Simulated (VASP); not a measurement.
LaScF: relaxation of cell and atoms with PBE

The system is LaScF.

```
La Sc F
1.0
     3.14965    0.00000    0.00000
     0.00000    3.14965    0.00000
     0.00000    0.00000    7.15679
La Sc F
1 1 1
Cartesian
  0.0000 0.0000 0.0000
  0.0000 0.0000 3.5784
  1.5748 1.5748 3.5784
```

The cell was generated, and may not be a known phase.

```yaml
Program: VASP 6.6.1
Task: relaxation of cell and atoms
Functional: PBE
Potentials_or_basis: VASP PAW PBE potentials, release 64 (La, Sc_sv, F)
Cutoff: 600 eV
k_mesh: 6 × 6 × 4
Occupations: gaussian, width 0.1 eV
Spin: no spin polarisation
Dipole_correction: no
Further_INCAR_settings: ALGO = Normal; EDIFF = 1e-06; IBRION = 2; EDIFFG = -0.04; NSW = 90; ISIF = 3
```

The relaxed volume is 22.96 Å³/atom. The relaxed cell is a = 3.163 Å, b = 3.163 Å, c = 6.886 Å, α = 90.00°, β = 90.00°, γ = 90.00° and the space group after relaxing (to 0.1 Å) is P4/mmm (No. 123). The energy gained by relaxing is 5.8 meV/atom and the ionic steps are 6. The pressure after relaxing is 0.1 GPa and the band gap on the k mesh is zero (an odd number of electrons rules out a gap without spin polarisation).

The path:
```csv
step,energy change (eV),largest force (eV/Å),pressure (GPa),volume (Å³)
1,0.0000,0.0000,-0.31,71.00
2,-0.0105,0.0000,-0.41,70.52
3,-0.0162,0.0000,-0.42,69.69
4,-0.0163,0.0000,-0.44,69.83
5,-0.0163,0.0000,-0.44,69.81
6,-0.0174,0.0000,0.05,68.89
```

Final structure:
```cif
data_structure
_symmetry_space_group_name_H-M 'P 1'
_symmetry_Int_Tables_number 1
_cell_length_a 3.1631
_cell_length_b 3.1631
_cell_length_c 6.8856
_cell_angle_alpha 90.000
_cell_angle_beta 90.000
_cell_angle_gamma 90.000
_cell_volume 68.89
loop_
_atom_site_label
_atom_site_type_symbol
_atom_site_fract_x
_atom_site_fract_y
_atom_site_fract_z
_atom_site_occupancy
La1 La 0.00000 0.00000 0.00000 1
Sc1 Sc 0.00000 0.00000 0.50000 1
F1 F 0.50000 0.50000 0.50000 1
```

Levels at points of the mesh, in eV from the Fermi level:
| k point | band 11 | band 12 | band 13 | band 14 | band 15 | band 16 | band 17 | band 18 |
| --- | --- | --- | --- | --- | --- | --- | --- | --- |
| (0.00, 0.00, 0.00) | -7.81 | -7.66 | -2.84 | -1.23 | -1.16 | -0.82 | 1.31 | 1.39 |
| (0.50, 0.00, 0.00) | -8.61 | -7.73 | -1.22 | -0.73 | 0.07 | 1.06 | 1.52 | 1.60 |
| (0.50, 0.50, 0.00) | -8.34 | -7.31 | -2.50 | -0.72 | -0.72 | 0.43 | 1.60 | 1.81 |
| (0.00, 0.00, 0.50) | -7.81 | -7.72 | -1.71 | -1.10 | -1.07 | -1.00 | -0.35 | 1.18 |
| (0.50, 0.00, 0.50) | -8.61 | -7.70 | -1.26 | 0.04 | 0.49 | 0.54 | 0.87 | 1.22 |
| (0.50, 0.50, 0.50) | -8.35 | -7.31 | -2.45 | 0.01 | 0.01 | 0.46 | 0.46 | 1.22 |

Run time: 4 min on 1 thread of Oxide Virtual Turin-like Processor (shared host), peak memory 0.23 GiB.

Caveat: spin-orbit coupling is left out, which moves the levels of the heavy elements; an odd number of electrons without spin polarisation forces a metal; a magnetic or distorted state may lie lower.
